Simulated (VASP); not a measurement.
A run of VASP 6.6.1 is set up as follows.

INCAR

```
ALGO = Normal
EDIFF = 1E-6
ENCUT = 520
ISIF = 2
ISMEAR = -1
LASPH = True
LCHARG = True
LELF = True
LREAL = False
LVHAR = True
LWAVE = False
NBANDS = 26
NELM = 60
PREC = Accurate
SIGMA = 0.1
```

File KPOINTS:

```
k-points
0
Gamma
  10 10 14
```

The input POSCAR:

```
Ga
1.0
    3.4831495774      0.0000000000      0.0000000000
   -1.7415747887      3.0164960192      0.0000000000
    0.0000000000      0.0000000000      2.0739025421
Ga
3
Direct
    0.0000000000      0.0000000000      0.0000000000
    0.3333333333      0.6666666667      0.5000000000
    0.6666666667      0.3333333333      0.5000000000
```

Potentials or basis: VASP PAW LDA potentials, release 64 (Ga_d).

Launch:

```sh
$ cat potpaw_LDA.64/Ga_d/POTCAR > POTCAR
$ mpirun -np 1 vasp_std > vasp.out
```

Q: Estimate the pressure.

A: 461.3 GPa.

Stress tensor (GPa, compression positive):
```
461.61   0.00   0.00
  0.00 461.61   0.00
  0.00   0.00 460.53
```
